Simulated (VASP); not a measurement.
A run of VASP 6.6.1:

File POSCAR:

```
LaLuAs2
1.0
    4.3060901024      0.0000000000      0.0000000000
    0.0000000000      4.3060901024      0.0000000000
    0.0000000000      0.0000000000      6.0688422884
La As Lu
1 2 1
Direct
    0.0000000000      0.0000000000      0.0000000000
    0.0000000000      0.0000000000      0.5000000000
    0.5000000000      0.5000000000      0.0000000000
    0.5000000000      0.5000000000      0.5000000000
```

Contents of INCAR.step1:

```
SYSTEM = LaLuAs2
  PREC = Accurate
  ENCUT = 520
  ISMEAR = -1
  SIGMA = 0.02
  LREAL = .False.
  LASPH = .True.
  NELM = 100
  NBANDS = 31
  GGA = PE
  ALGO = Normal
  EDIFF = 1E-4
  LWAVE = .True.
  LCHARG = .False.
```

Contents of INCAR.step2:

```
SYSTEM = LaLuAs2
  PREC = Accurate
  ENCUT = 520
  EDIFF = 1E-6
  ISMEAR = -1
  SIGMA = 0.02
  LREAL = .False.
  LASPH = .True.
  NELM = 100
  ALGO = Normal
  ISIF = 2
  LWAVE = .False.
  LCHARG = .True.
  METAGGA = R2SCAN
  LMIXTAU = .True.
  LELF = .True.
  LVHAR = .True.
  NBANDS = 31
  ISTART = 1
```

Contents of KPOINTS:

```
Automatic mesh
0
Gamma
  6 6 4
  0 0 0
```

Potentials or basis: VASP PAW PBE potentials, release 64 (La, As, Lu).

Launch:

```sh
$ cat potpaw_PBE.64/La/POTCAR potpaw_PBE.64/As/POTCAR potpaw_PBE.64/Lu/POTCAR > POTCAR
$ cp INCAR.step1 INCAR
$ mpirun -np 1 vasp_std > vasp.out
$ cp INCAR.step2 INCAR
$ mpirun -np 1 vasp_std > vasp.out
```

Hardware: 1 thread of Oxide Virtual Turin-like Processor, on a shared host.

Task: Estimate the wall time of this run.

Result: Run time: 9.4 min on 1 thread of Oxide Virtual Turin-like Processor, with other jobs on the host, peak memory 0.29 GiB. Counts: k points 30.
